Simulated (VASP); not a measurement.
# CdF2 (Fm-3m) in VASP: further runs

CdF2 is run at these levels: PBE; tasks: single point.

Program: VASP 6.6.1. These are calculated values, not measurements. Logs are shortened: lines on timing, memory, paths and dates and some standing lists are left out, and cuts for length are marked.

## 1. The cell of the first run

Symmetry: Fm-3m, No. 225, cubic system. Conventional cell: a = 5.388 Å, b = 5.388 Å, c = 5.388 Å, α = 90.00°, β = 90.00°, γ = 90.00°. Within 3.1 Å of Cd (site symmetry m-3m) lie 8 F at 2.33 Å. Within 3.1 Å of F (site symmetry -43m) lie 4 Cd at 2.33 Å and 6 F at 2.69 Å.

## 2. Single point, PBE

INCAR

```
SYSTEM = CdF2
PREC     = Accurate       ! precision mode
ENCUT    = 520            ! plane-wave cutoff, eV
EDIFF    = 1E-6           ! SCF threshold, eV
ISMEAR   = 0              ! smearing method
SIGMA    = 0.016          ! smearing width, eV
LREAL    = .False.        ! projectors in reciprocal space
LASPH    = .True.         ! aspherical terms in the spheres
NELM     = 80             ! most SCF steps
ALGO     = Normal         ! electronic algorithm
ISIF     = 2              ! what is computed and relaxed
LWAVE    = .False.        ! write WAVECAR
LCHARG   = .True.         ! write CHGCAR
GGA      = PE             ! functional
LELF     = .True.         ! ELF
LVHAR    = .True.       
NBANDS   = 20             ! bands
```

KPOINTS

```
regular mesh
0
Gamma
  9 9 9
  0 0 0
```

POSCAR

```
CdF2
1.0
    0.0000000000      2.6940000000      2.6940000000
    2.6940000000      0.0000000000      2.6940000000
    2.6940000000      2.6940000000      0.0000000000
Cd F
1 2
Direct
    0.0000000000      0.0000000000      0.0000000000
    0.7500000000      0.7500000000      0.7500000000
    0.2500000000      0.2500000000      0.2500000000
```

Potentials or basis: VASP PAW PBE potentials, release 64 (Cd, F).

Launch:

```bash
$ cat potpaw_PBE.64/Cd/POTCAR potpaw_PBE.64/F/POTCAR > POTCAR
$ mpirun -np 1 vasp_std > vasp.out
```

OUTCAR:

```text
SYSTEM = CdF2
   PREC = Accurate
   ENCUT = 520
   EDIFF = 1E-6
   ISMEAR = 0
   LREAL = .False.
   LASPH = .True.
   NELM = 80
   ISIF = 2
   GGA = PE

 ion  position               nearest neighbor table
   1  0.000  0.000  0.000-   2 2.33   2 2.33   2 2.33   2 2.33   3 2.33   3 2.33   3 2.33   3 2.33

   2  0.750  0.750  0.750-   1 2.33   1 2.33   1 2.33   1 2.33
   3  0.250  0.250  0.250-   1 2.33   1 2.33   1 2.33   1 2.33

  LATTYP: Found a face centered cubic cell.
 ALAT       =     5.3880000000

  Lattice vectors:

 A1 = (   0.0000000000,   2.6940000000,   2.6940000000)
 A2 = (   2.6940000000,   0.0000000000,   2.6940000000)
 A3 = (   2.6940000000,   2.6940000000,   0.0000000000)

Analysis of symmetry for initial positions (statically):
=====================================================================
 Subroutine PRICEL returns:
 Original cell was already a primitive cell.

 Routine SETGRP: Setting up the symmetry group for a
 face centered cubic supercell.

 Subroutine GETGRP returns: Found 48 space group operations
[... 9 lines left out ...]

 Routine SETGRP: Setting up the symmetry group for a
 face centered cubic supercell.

 Subroutine GETGRP returns: Found 48 space group operations
[... 11 lines left out ...]
                                     Primitive cell

  volume of cell :      39.1041

  direct lattice vectors                    reciprocal lattice vectors
     0.000000000  2.694000000  2.694000000    -0.185597624  0.185597624  0.185597624
     2.694000000  0.000000000  2.694000000     0.185597624 -0.185597624  0.185597624
     2.694000000  2.694000000  0.000000000     0.185597624  0.185597624 -0.185597624

  length of vectors
     3.809891337  3.809891337  3.809891337     0.321464515  0.321464515  0.321464515

  position of ions in fractional coordinates (direct lattice)
     0.000000000  0.000000000  0.000000000
     0.750000000  0.750000000  0.750000000
     0.250000000  0.250000000  0.250000000

  ion indices of the primitive-cell ions
   primitive index   ion index
                 1           1
                 2           2
                 3           3

----------------------------------------------------------------------------------------

 KPOINTS: regular mesh

Automatic generation of k-mesh.
 Grid dimensions read from file:
 generate k-points for:    9    9    9

 Generating k-lattice:

  Cartesian coordinates                     Fractional coordinates (reciprocal lattice)
    -0.020621958  0.020621958  0.020621958     0.111111111  0.000000000  0.000000000
     0.020621958 -0.020621958  0.020621958     0.000000000  0.111111111  0.000000000
     0.020621958  0.020621958 -0.020621958     0.000000000  0.000000000  0.111111111

  Length of vectors
     0.035718279  0.035718279  0.035718279

  Shift w.r.t. Gamma in fractional coordinates (k-lattice)
     0.000000000  0.000000000  0.000000000

 Subroutine IBZKPT returns following result:
 ===========================================

 Found     35 irreducible k-points:

 Following reciprocal coordinates:
            Coordinates               Weight
  0.000000  0.000000  0.000000      1.000000
  0.111111  0.000000  0.000000      8.000000
  0.222222  0.000000  0.000000      8.000000
  0.333333  0.000000  0.000000      8.000000
  0.444444  0.000000  0.000000      8.000000
  0.111111  0.111111  0.000000      6.000000
[... 16 lines left out ...]
 -0.333333  0.333333  0.000000     12.000000
  0.444444  0.444444  0.000000      6.000000
 [... further k-points ...]
   k-points           NKPTS =     35   k-points in BZ     NKDIM =     35   number of bands    NBANDS=     20
   number of dos      NEDOS =    301   number of ions     NIONS =      3
   total plane-waves  NPLWV =  21952
   dimension x,y,z NGX =    28 NGY =   28 NGZ =   28
   dimension x,y,z NGXF=    56 NGYF=   56 NGZF=   56
   ions per type =               1   2
   NGX,Y,Z   is equivalent  to a cutoff of  12.22, 12.22, 12.22 a.u.
   NGXF,Y,Z  is equivalent  to a cutoff of  24.44, 24.44, 24.44 a.u.
 SYSTEM =  CdF2
   PREC   = accura    normal or accurate (medium, high low for compatibility)
   ISTART =      0    job   : 0-new  1-cont  2-samecut
   ICHARG =      2    charge: 1-file 2-atom 10-const
   ISPIN  =      1    spin polarized calculation?
   LNONCOLLINEAR =      F non collinear calculations
   LSORBIT =      F    spin-orbit coupling
   LASPH  =      T    aspherical Exc in radial PAW
   ENCUT  =  520.0 eV  38.22 Ry    6.18 a.u.   7.08  7.08  7.08*2*pi/ulx,y,z
   NELM   =     80;   NELMIN=  2; NELMDL= -5     # of ELM steps
   EDIFF  = 0.1E-05   stopping-criterion for ELM
   LREAL  =      F    real-space projection
   EDIFFG = 0.1E-04   stopping-criterion for IOM
   NSW    =      0    number of steps for IOM
   IBRION =     -1    ionic relax: 0-MD 1-quasi-New 2-CG
   NFREE  =      0    steps in history (QN), initial steepest desc. (CG)
   ISIF   =      2    stress and relaxation
   ISYM   =      2    0-nonsym 1-usesym 2-fastsym
   POTIM  = 0.5000    time-step for ionic-motion
   TEBEG  =    0.0;   TEEND  =   0.0 temperature during run
   PSTRESS=    0.0 pullay stress
   NELECT =      26.0000    total number of electrons
   NUPDOWN=      -1.0000    fix difference up-down
   EMIN   =  10.00;   EMAX   =-10.00  energy-range for DOS
   EFERMI =   0.00;   METHOD = LEGACY
   ISMEAR =     0;   SIGMA  =   0.02  broadening in eV -4-tet -1-fermi 0-gaus
   EFERMI_NEDOS =   21; number of points for ismear=-14 and -15
   IALGO  =     38    algorithm
   IMIX   =      4    mixing-type and parameters
     AMIX     =   0.40;   BMIX     =  1.00
     AMIX_MAG =   1.60;   BMIX_MAG =  1.00
  volume/ion in A,a.u.               =      13.03        87.96
  Fermi-wavevector in a.u.,A,eV,Ry     =   1.428867  2.700166 27.778468  2.041660
  Thomas-Fermi vector in A             =   2.548882
   LORBIT       =      0    0 simple, 1 ext, 2 COOP (PROOUT), +10 PAW based schemes
   GGA     = PE    functional components
   LHFCALC =     F    Hartree Fock is set to
   AEXX    =    0.0000 exact exchange contribution
   IVDW    =     0    specifies the selected vdW correction
   LEPSILON=     F    determine dielectric tensor
   LRPA    =     F    only Hartree local field effects (RPA)
 non-spin polarized calculation
 Gauss-broadening in eV      SIGMA  =   0.02
  energy-cutoff  :      520.00
  volume of cell :       39.10
 maximum number of plane-waves:      1067
   NGX = 15   NGY = 15   NGZ = 15

 number of electron      25.9999990 magnetization

 Free energy of the ion-electron system (eV)
  ---------------------------------------------------
  ext. energy  EPLUGINS =         0.00000000
  ---------------------------------------------------
  free energy    TOTEN  =       -10.85931704 eV

  energy without entropy =      -10.85931704  energy(sigma->0) =      -10.85931704

 E-fermi :  -1.1483     XC(G=0): -10.4121

 val. band max:       -1.3402559580   @ k =  -0.3333   0.4444   0.2222
 cond. band min:       1.7564545244   @ k =   0.0000   0.0000   0.0000
 fundamental gap:      3.0967104825
 Fermi energy:        -1.1483042319

 k-point     1 :       0.0000    0.0000    0.0000
  band No.  band energies     occupation
      1     -22.1168      2.00000
      2     -21.0120      2.00000
      3      -6.9269      2.00000
      4      -6.9269      2.00000
      5      -6.9269      2.00000
      6      -5.7193      2.00000
[... 12 lines left out ...]
     19      18.5864      0.00000
     20      18.5864      0.00000

 k-point     2 :       0.1111    0.0000    0.0000
  band No.  band energies     occupation
      1     -22.0768      2.00000
      2     -21.0464      2.00000
      3      -6.8797      2.00000
      4      -6.8797      2.00000
      5      -6.7952      2.00000
      6      -5.7340      2.00000
[... 12 lines left out ...]
     19      18.2583      0.00000
     20      18.2583      0.00000

 k-point     3 :       0.2222    0.0000    0.0000
  band No.  band energies     occupation
      1     -21.9680      2.00000
      2     -21.1437      2.00000
      3      -6.7640      2.00000
      4      -6.7640      2.00000
      5      -6.4327      2.00000
      6      -5.7528      2.00000
[... 12 lines left out ...]
     19      17.6597      0.00000
     20      18.2219      0.00000

 k-point     4 :       0.3333    0.0000    0.0000
  band No.  band energies     occupation
      1     -21.8118      2.00000
      2     -21.2844      2.00000
      3      -6.6494      2.00000
      4      -6.6494      2.00000
      5      -5.9401      2.00000
      6      -5.7245      2.00000
[... 12 lines left out ...]
     19      17.1721      0.00000
     20      18.0078      0.00000

 k-point     5 :       0.4444    0.0000    0.0000
  band No.  band energies     occupation
      1     -21.6386      2.00000
      2     -21.4451      2.00000
      3      -6.5932      2.00000
      4      -6.5932      2.00000
      5      -5.6609      2.00000
      6      -5.6609      2.00000
[... 12 lines left out ...]
     19      16.9092      0.00000
     20      17.5234      0.00000
[... 353 lines left out ...]
      6      -5.6296      2.00000
[... 12 lines left out ...]
     19      18.9031      0.00000
     20      19.6504      0.00000

 k-point    22 :      -0.4444    0.3333    0.0000
  band No.  band energies     occupation
      1     -21.6015      2.00000
      2     -21.4414      2.00000
      3      -6.5146      2.00000
      4      -6.1311      2.00000
      5      -5.9044      2.00000
      6      -5.7167      2.00000
[... 12 lines left out ...]
     19      19.3265      0.00000
     20      19.5170      0.00000

 k-point    23 :      -0.3333    0.3333    0.0000
  band No.  band energies     occupation
      1     -21.5347      2.00000
      2     -21.5149      2.00000
      3      -6.4659      2.00000
      4      -6.1837      2.00000
      5      -5.8431      2.00000
      6      -5.7197      2.00000
[... 12 lines left out ...]
     19      18.1552      0.00000
     20      20.4498      0.00000

 k-point    24 :       0.4444    0.4444    0.0000
  band No.  band energies     occupation
      1     -21.6636      2.00000
      2     -21.3739      2.00000
      3      -6.6701      2.00000
      4      -6.0267      2.00000
      5      -6.0267      2.00000
      6      -5.6071      2.00000
[... 12 lines left out ...]
     19      18.2491      0.00000
     20      20.0472      0.00000

 [... further k-points ...]
[... 5 lines left out ...]
  --------------------------------------------------------------------------------------
  -------------------------------------------------------------------------------------
  Total        1.5142989      1.5142989      1.5142989      0.0000000      0.0000000      0.0000000
  in kB       62.0439490     62.0439490     62.0439490      0.0000000      0.0000000      0.0000000
  external PRESSURE =      62.0439490 kB  Pullay stress =       0.0000000 kB

 VOLUME and BASIS-vectors are now :
 -----------------------------------------------------------------------------
  energy-cutoff  :      520.00
  volume of cell :       39.10
      direct lattice vectors                 reciprocal lattice vectors
     0.000000000  2.694000000  2.694000000    -0.185597624  0.185597624  0.185597624
     2.694000000  0.000000000  2.694000000     0.185597624 -0.185597624  0.185597624
     2.694000000  2.694000000  0.000000000     0.185597624  0.185597624 -0.185597624

 POSITION                                       TOTAL-FORCE (eV/Angst)
 -----------------------------------------------------------------------------------
      0.00000      0.00000      0.00000         0.000000     -0.000000     -0.000000
      4.04100      4.04100      4.04100         0.000000      0.000000     -0.000000
      1.34700      1.34700      1.34700        -0.000000     -0.000000      0.000000
 -----------------------------------------------------------------------------------
    total drift:                                0.000000      0.000000      0.000000

  FREE ENERGIE OF THE ION-ELECTRON SYSTEM (eV)
  ---------------------------------------------------
  free  energy   TOTEN  =       -10.8593170430 eV

  energy  without entropy=      -10.8593170430  energy(sigma->0) =      -10.85931704
```

It took 12 s on 1 thread of Intel Xeon 6975P-C (Granite Rapids), shared host; peak memory 0.16 GiB.

What came out:

```yaml
Free_energy: -10.8593 eV
Pressure: 6.2 GPa
Band_gap_on_the_k_mesh: 3.10 eV, indirect (least direct gap 3.57 eV)
```

## 3. Single point, PBE

INCAR

```
SYSTEM = CdF2
  PREC = Accurate
  ENCUT = 520
  EDIFF = 1E-7
  ISMEAR = 0
  SIGMA = 0.018000000000000002
  LREAL = .False.
  LASPH = .True.
  NELM = 60
  ALGO = Normal
  ISIF = 2
  LWAVE = .False.
  LCHARG = .False.
  GGA = PE
  NBANDS = 20
```

KPOINTS is that of step 2.

POSCAR is that of step 2.

Potentials or basis: VASP PAW PBE potentials, release 64 (Cd, F).

Launch:

```bash
$ cat potpaw_PBE.64/Cd/POTCAR potpaw_PBE.64/F/POTCAR > POTCAR
$ mpirun -np 1 vasp_std > vasp.out
```

Run time: 12 s. Hardware: 1 thread of Intel Xeon 6975P-C (Granite Rapids), shared host; peak memory 0.16 GiB.

The run converged. Its results:

```
Free energy            : -10.8593 eV
Pressure               : 6.2 GPa
Band gap on the k mesh : 3.10 eV, indirect (least direct gap 3.57 eV)
```

Levels at points of the mesh, in eV from the valence-band top:
```csv
k point,band 11,band 12,band 13,band 14,band 15,band 16
"(0.00, 0.00, 0.00)",-0.47,-0.47,-0.47,3.10,12.73,12.73
```
